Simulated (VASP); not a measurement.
Set up this calculation in VASP 6.6.1, as the native input.

```yaml
Task: single point
Functional: LDA
Potentials_or_basis: VASP PAW LDA potentials, release 64 (Al, O)
Cutoff: 520 eV
k_mesh: 9 × 9 × 1
Occupations: gaussian, width 0.1 eV
Spin: no spin polarisation
Dipole_correction: yes
Further_INCAR_settings: ALGO = Normal; EDIFF = 1e-06; NBANDS = 16
```

The structure of Al3O lies in POSCAR:

```
Al3O
1.0
    2.8168432364      0.0000000000      0.0000000000
    0.0000000000      2.8168432364      0.0000000000
    0.0000000000      0.0000000000     21.1042970937
Al O
3 1
Direct
    0.5000000000      0.5000000000      0.1895348602
    0.0000000000      0.0000000000      0.2867549192
    0.5000000000      0.5000000000      0.3840117042
    1.0000000000      1.0000000000      0.3972791445
```

These files were run (other wordings do the same):

INCAR

```
PREC     = Accurate       # precision mode
ENCUT    = 520            # plane-wave cutoff, eV
EDIFF    = 1E-6           # SCF threshold, eV
ISMEAR   = 0              # smearing method
SIGMA    = 0.1            # smearing width, eV
LREAL    = False          # projectors in reciprocal space
LASPH    = True           # aspherical terms in the spheres
NELM     = 80             # most SCF steps
ALGO     = Normal         # electronic algorithm
ISIF     = 2              # what is computed and relaxed
LWAVE    = False          # write WAVECAR
LCHARG   = False          # write CHGCAR
LDIPOL   = True         
IDIPOL   = 3            
DIPOL    = 0.5 0.5 0.314
NBANDS   = 16             # bands
```

KPOINTS

```
Automatic mesh
0
Gamma
  9 9 1
```

Potentials or basis: VASP PAW LDA potentials, release 64 (Al, O).

Launch:

```sh
$ cat potpaw_LDA.64/Al/POTCAR potpaw_LDA.64/O/POTCAR > POTCAR
$ mpirun -np 1 vasp_std > vasp.out
```

It gave:

```
Largest force : 1.838 eV/Å
```

Caveat: an odd number of electrons without spin polarisation forces a metal; a magnetic or distorted state may lie lower.

Run time: 37 s on 1 thread of Intel(R) Xeon(R) Platinum 8488C (Sapphire Rapids), with other jobs on the host, peak memory 0.23 GiB.
